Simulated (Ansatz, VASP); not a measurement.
# ZrS: VASP beside Ansatz

The input POSCAR:

```
ZrS
1.0
    0.0000000000      2.4871875000      2.6250000000
    2.7628125000      0.0000000000      2.6250000000
    2.7628125000      2.4871875000      0.0000000000
Zr S
1 1
Direct
    0.0000000000      0.0000000000      0.0000000000
    0.5000000000      0.5000000000      0.5000000000
```

The input INCAR.step1:

```
SYSTEM = ZrS
PREC     = Accurate       ! precision mode
ENCUT    = 520            ! plane-wave cutoff, eV
ISMEAR   = 0              ! smearing method
SIGMA    = 0.15           ! smearing width, eV
LREAL    = .FALSE.        ! projectors in reciprocal space
LASPH    = .TRUE.         ! aspherical terms in the spheres
NELM     = 100            ! most SCF steps
NBANDS   = 16             ! bands
GGA      = PE             ! functional
ALGO     = Normal         ! electronic algorithm
EDIFF    = 1E-4           ! SCF threshold, eV
LWAVE    = .TRUE.         ! write WAVECAR
LCHARG   = .FALSE.        ! write CHGCAR
```

The input INCAR.step2:

```
SYSTEM = ZrS
PREC     = Accurate       ! precision mode
ENCUT    = 520            ! plane-wave cutoff, eV
EDIFF    = 1E-6           ! SCF threshold, eV
ISMEAR   = 0              ! smearing method
SIGMA    = 0.15           ! smearing width, eV
LREAL    = .FALSE.        ! projectors in reciprocal space
LASPH    = .TRUE.         ! aspherical terms in the spheres
NELM     = 100            ! most SCF steps
ALGO     = Normal         ! electronic algorithm
ISIF     = 2              ! what is computed and relaxed
LWAVE    = .FALSE.        ! write WAVECAR
LCHARG   = .TRUE.         ! write CHGCAR
METAGGA  = R2SCAN         ! meta-GGA
LMIXTAU  = .TRUE.       
LELF     = .TRUE.         ! ELF
LVHAR    = .TRUE.       
NBANDS   = 16             ! bands
ISTART   = 1
```

The input KPOINTS:

```
regular mesh
0
G
  16 16 16
  0 0 0
```

Input for Ansatz:

```yaml
crystal:
  lattice:
    - [0.0, 2.4871875, 2.625]
    - [2.7628125, 0.0, 2.625]
    - [2.7628125, 2.4871875, 0.0]
  atoms:
    - { symbol: Zr, position: [0.0, 0.0, 0.0] }
    - { symbol: S, position: [0.5, 0.5, 0.5] }
basis:
  ecutwfc: 500
kpoints:
  mp_grid: { grid: [16, 16, 16] }
hamiltonian:
  xc: r2scan
scf:
  occupations: { method: gaussian, width: 0.15 }
output:
  forces: true
  stress: true
  eigenvalues: true
```

Change from the starting cell: strain +0.0525 x Voigt [1, -1, 0, 0, 0, 0], atoms carried along.

Alike in both runs: task single point; functional r2SCAN; k mesh 16 × 16 × 16; occupations gaussian, width 0.15 eV; no spin polarisation.

|  | VASP | Ansatz |
| --- | --- | --- |
| version | VASP 6.6.1 | Ansatz 0.2.0 |
| potentials or method | VASP PAW PBE potentials, release 64 (Zr_sv, S), cutoff 520 eV | scalar-relativistic, plane waves, PAW |
| valence electrons in the cell | 18 | 18 |

```csv
,VASP,Ansatz,Ansatz less VASP
gap on the k mesh at the Fermi level (eV),none,none,-
pressure (GPa),1.3,1.3,0.00
"traceless stress, the component that is largest in VASP (GPa)",15.88,15.84,-0.042
```

VASP's potentials were made for PBE, not for r2SCAN. A gap of «none» marks a metal or a gap that the smearing closes.
